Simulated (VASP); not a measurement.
Here is a VASP 6.6.1 calculation.

The input POSCAR:

```
AlN
1.0
    0.0000000000      2.0188684521      2.0188684521
    2.0188684521      0.0000000000      2.0188684521
    2.0188684521      2.0188684521      0.0000000000
Al N
1 1
Direct
    0.0000000000      0.0000000000      0.0000000000
    0.5000000000      0.5000000000      0.5000000000
```

Contents of INCAR.step1:

```
  PREC = Accurate
  ENCUT = 500
  EDIFF = 1E-8
  ISMEAR = 0
  SIGMA = 0.01
  LREAL = F
  LASPH = T
  NELM = 100
  ALGO = Normal
  LWAVE = T
  LCHARG = F
  GGA = PE
```

The input INCAR.step2:

```
  PREC = Accurate
  ENCUT = 500
  EDIFF = 1E-8
  ISMEAR = 0
  SIGMA = 0.01
  LREAL = F
  LASPH = T
  NELM = 1
  ALGO = Exact
  LWAVE = T
  LCHARG = F
  GGA = PE
  NBANDS = 72
  LOPTICS = T
  ISTART = 1
```

INCAR.step3

```
  PREC = Accurate
  ENCUT = 500
  EDIFF = 1E-8
  ISMEAR = 0
  SIGMA = 0.01
  LREAL = F
  LASPH = T
  ALGO = EVGW0
  LWAVE = F
  LCHARG = F
  GGA = PE
  NELMGW = 1
  NBANDS = 72
  ENCUTGW = 150.0
  NOMEGA = 96
  PRECFOCK = Fast
  ISTART = 1
  NBANDSGW = 12
  OMEGAMAX = 20
```

The input KPOINTS:

```
Automatic mesh
0
Gamma
  6 6 6
```

Potentials or basis: VASP PAW PBE potentials, release 64 (Al_GW, N_GW).

Launch:

```sh
$ cat potpaw_PBE.64/Al_GW/POTCAR potpaw_PBE.64/N_GW/POTCAR > POTCAR
$ cp INCAR.step1 INCAR
$ mpirun -np 1 vasp_std > vasp.out
$ cp INCAR.step2 INCAR
$ mpirun -np 1 vasp_std > vasp.out
$ cp INCAR.step3 INCAR
$ mpirun -np 1 vasp_std > vasp.out
```

Question: What does it give for the quasiparticle gap?

Answer: 6.22 eV.

Question: Predict the least direct quasiparticle gap.

Answer: 7.50 eV.

Question: Predict the band gap of the starting levels on the mesh.

Answer: 4.65 eV.

Question: Predict the least direct gap of the starting levels on the mesh.

Answer: 5.74 eV.

Caveat: the k points lie up to 0.45 Å⁻¹ apart; bands, screening cutoff and mesh are small and nothing is extrapolated, so the quasiparticle values aren't converged; the structure was generated, so it needn't be the stable form of AlN.
